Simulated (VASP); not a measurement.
Write the native input for VASP 6.6.1 that does the following.

```
Task                   : single point
Functional             : LDA
Potentials or basis    : VASP PAW LDA potentials, release 64 (Ir, Os)
Cutoff                 : 600 eV
k mesh                 : 6 × 6 × 6
Occupations            : fermi-dirac, width 0.05 eV
Spin                   : no spin polarisation
Dipole correction      : no
Further INCAR settings : ALGO = Normal; EDIFF = 1e-06; NBANDS = 44
```

The structure of IrOs lies in POSCAR:

```
IrOs
1.0
    0.0030514180      3.7981078696      3.8087038558
    3.8117552738      0.0000000000      3.8117552738
    3.8087038558      3.7981078696      0.0030514180
Ir Os
4 4
Direct
    0.0000000000      0.0000000000      0.0000000000
    0.0000000000      0.0000000000      0.5000000000
    0.5000000000      0.0000000000      0.5000000000
    0.5000000000      0.5000000000      0.0000000000
    0.0000000000      0.5000000000      0.0000000000
    0.0000000000      0.5000000000      0.5000000000
    0.5000000000      0.0000000000      0.0000000000
    0.5000000000      0.5000000000      0.5000000000
```

The input as run:

INCAR

```
PREC = Accurate
ENCUT = 600
EDIFF = 1E-6
ISMEAR = -1
SIGMA = 0.05
LREAL = False
LASPH = True
NELM = 120
ALGO = Normal
ISIF = 2
LWAVE = False
LCHARG = False
NBANDS = 44
GGA_COMPAT = False
```

KPOINTS

```
Automatic mesh
0
Gamma
  6 6 6
```

Potentials or basis: VASP PAW LDA potentials, release 64 (Ir, Os).

Run with:

```console
$ cat potpaw_LDA.64/Ir/POTCAR potpaw_LDA.64/Os/POTCAR > POTCAR
$ mpirun -np 1 vasp_std > vasp.out
```

It gave:

```
Pressure               : 2.1 GPa
Band gap on the k mesh : zero (bands 34 and 35 overlap by 2.73 eV)
```

Caveat: spin-orbit coupling is left out, which moves the levels of the heavy elements.

Run time: 4.6 min on 1 thread of Intel(R) Xeon(R) Platinum 8488C (Sapphire Rapids), with other jobs on the host, peak memory 0.4 GiB.
